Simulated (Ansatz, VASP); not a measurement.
RbCl: VASP beside Ansatz

Contents of INCAR:

```
SYSTEM = RbCl
  ALGO = Normal
  EDIFF = 1E-6
  ENCUT = 500
  GGA = CA
  GGA_COMPAT = .False.
  ISIF = 2
  ISMEAR = 0
  LASPH = .True.
  LCHARG = .False.
  LREAL = .False.
  LWAVE = .False.
  NBANDS = 15
  NELM = 120
  PREC = Accurate
  SIGMA = 0.01
```

KPOINTS

```
k-points
0
Gamma
  6 6 6
  0 0 0
```

The input POSCAR:

```
RbCl
1.0
    0.0000000000      3.1885419031      3.2044846126
    3.1885419031      0.0000000000      3.2044846126
    3.1885419031      3.1885419031      0.0000000000
Rb Cl
1 1
Direct
    0.0000000000      0.0000000000      0.0000000000
    0.5000000000      0.5000000000      0.5000000000
```

Input for Ansatz:

```yaml
crystal:
  lattice:
    - [0.0, 3.18854190311, 3.20448461262]
    - [3.18854190311, 0.0, 3.20448461262]
    - [3.18854190311, 3.18854190311, 0.0]
  atoms:
    - { symbol: Rb, position: [0.0, 0.0, 0.0] }
    - { symbol: Cl, position: [0.5, 0.5, 0.5] }
kpoints:
  mp_grid: { grid: [6, 6, 6] }
scf:
  occupations: { method: fixed }
  convergence: { dr2_threshold: 1.0e-10 }
hamiltonian:
  xc: lda
  pseudopotentials: { kind: all_electron, lapw: { basis_error: 0.0005 } }
output:
  forces: true
  stress: true
  eigenstates:
    kpoints:
      - [0.0, 0.0, 0.0]
      - [-0.5, 0.0, -0.5]
      - [0.0, -0.5, -0.5]
      - [-0.5, -0.5, 0.0]
      - [-0.5, 0.0, 0.0]
      - [0.0, -0.5, 0.0]
      - [0.0, 0.0, -0.5]
      - [-0.5, -0.5, -0.5]
  eigenvalues: true
```

Change from the starting cell: z stretched by +0.5 %, x and y held.

Alike in both runs: task single point; functional LDA; k mesh 6 × 6 × 6; no spin polarisation.

```csv
,VASP,Ansatz
version,VASP 6.6.1,Ansatz 0.2.0
potentials or method,"VASP PAW LDA potentials, release 64 (Rb_sv, Cl), cutoff 500 eV","all-electron LAPW, scalar-relativistic"
occupations,"gaussian, width 0.01 eV",fixed
```

|  | VASP | Ansatz | Ansatz less VASP |
| --- | --- | --- | --- |
| gap on the k mesh at the Fermi level (eV) | 4.84 | 4.83 | -0.005 |
| pressure (GPa) | -0.1 | -0.1 | -0.04 |
| traceless stress, the component that is largest in VASP (GPa) | -0.16 | -0.15 | +0.003 |

LDA's correlation is that of Perdew and Zunger in VASP and of Perdew and Wang (1992) in Ansatz. Ansatz ran all-electron here, and VASP with PAW potentials.
